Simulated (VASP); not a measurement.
Set up this calculation in VASP 6.6.1, as the native input.

```yaml
Task: single point
Functional: r2SCAN
Potentials_or_basis: VASP PAW PBE potentials, release 64 (P, Ga_d, Sb)
Cutoff: 520 eV
k_mesh: 6 × 4 × 4
Occupations: fermi-dirac, width 0.02 eV
Spin: no spin polarisation
Dipole_correction: no
Further_INCAR_settings: ALGO = Normal; EDIFF = 1e-07; NBANDS = 46
```

Crystal: Ga4Sb3P.

```
P Ga Sb
1.0
     4.17616    0.00000    0.00000
     0.00000    8.35722    0.00000
     0.00000    0.00000    5.88306
P Ga Sb
1 4 3
Direct
  0.00000 0.00000 0.00099
  0.50000 0.00000 0.78612
  0.00000 0.77074 0.23691
  0.50000 0.50000 0.73789
  0.00000 0.22926 0.23691
  0.50000 0.76103 0.50030
  0.00000 0.50000 0.00056
  0.50000 0.23897 0.50030
```

These files were run (other wordings do the same):

POSCAR

```
Ga4Sb3P
1.0
    4.1761623986      0.0000000000      0.0000000000
    0.0000000000      8.3572177655      0.0000000000
    0.0000000000      0.0000000000      5.8830644714
P Ga Sb
1 4 3
Direct
    0.0000000000      0.0000000000      0.0009949676
    0.5000000000      0.0000000000      0.7861233012
    0.0000000000      0.7707439661      0.2369145066
    0.5000000000      0.5000000000      0.7378858369
    0.0000000000      0.2292560339      0.2369145066
    0.5000000000      0.7610286719      0.5003011288
    0.0000000000      0.5000000000      0.0005646233
    0.5000000000      0.2389713281      0.5003011288
```

INCAR.step1

```
SYSTEM = Ga4Sb3P
PREC     = Accurate       ! precision mode
ENCUT    = 520            ! plane-wave cutoff, eV
ISMEAR   = -1             ! smearing method
SIGMA    = 0.02           ! smearing width, eV
LREAL    = .False.        ! projectors in reciprocal space
LASPH    = .True.         ! aspherical terms in the spheres
NELM     = 100            ! most SCF steps
NBANDS   = 46             ! bands
GGA      = PE             ! functional
ALGO     = Normal         ! electronic algorithm
EDIFF    = 1E-4           ! SCF threshold, eV
LWAVE    = .True.         ! write WAVECAR
LCHARG   = .False.        ! write CHGCAR
```

INCAR.step2

```
SYSTEM = Ga4Sb3P
PREC     = Accurate       ! precision mode
ENCUT    = 520            ! plane-wave cutoff, eV
EDIFF    = 1E-7           ! SCF threshold, eV
ISMEAR   = -1             ! smearing method
SIGMA    = 0.02           ! smearing width, eV
LREAL    = .False.        ! projectors in reciprocal space
LASPH    = .True.         ! aspherical terms in the spheres
NELM     = 100            ! most SCF steps
ALGO     = Normal         ! electronic algorithm
ISIF     = 2              ! what is computed and relaxed
LWAVE    = .False.        ! write WAVECAR
LCHARG   = .False.        ! write CHGCAR
METAGGA  = R2SCAN         ! meta-GGA
LMIXTAU  = .True.       
NBANDS   = 46             ! bands
ISTART   = 1
```

KPOINTS

```
regular mesh
0
Gamma
  6 4 4
  0 0 0
```

Potentials or basis: VASP PAW PBE potentials, release 64 (P, Ga_d, Sb).

Run with:

```console
$ cat potpaw_PBE.64/P/POTCAR potpaw_PBE.64/Ga_d/POTCAR potpaw_PBE.64/Sb/POTCAR > POTCAR
$ cp INCAR.step1 INCAR
$ mpirun -np 1 vasp_std > vasp.out
$ cp INCAR.step2 INCAR
$ mpirun -np 1 vasp_std > vasp.out
```

Results of the run:

```
Pressure               : 2.1 GPa
Largest force          : 0.073 eV/Å
Band gap on the k mesh : 0.42 eV (least direct gap 0.47 eV)
```

Caveat: semilocal functionals underestimate gaps, and a narrow one can read as zero; the PAW data sets were made with another functional, which shifts forces and pressure a little; spin-orbit coupling is left out, which moves the levels of the heavy elements.

Run time: 8.9 min on 1 thread of Intel(R) Xeon(R) 6975P-C (Granite Rapids), on a shared host, peak memory 0.52 GiB.
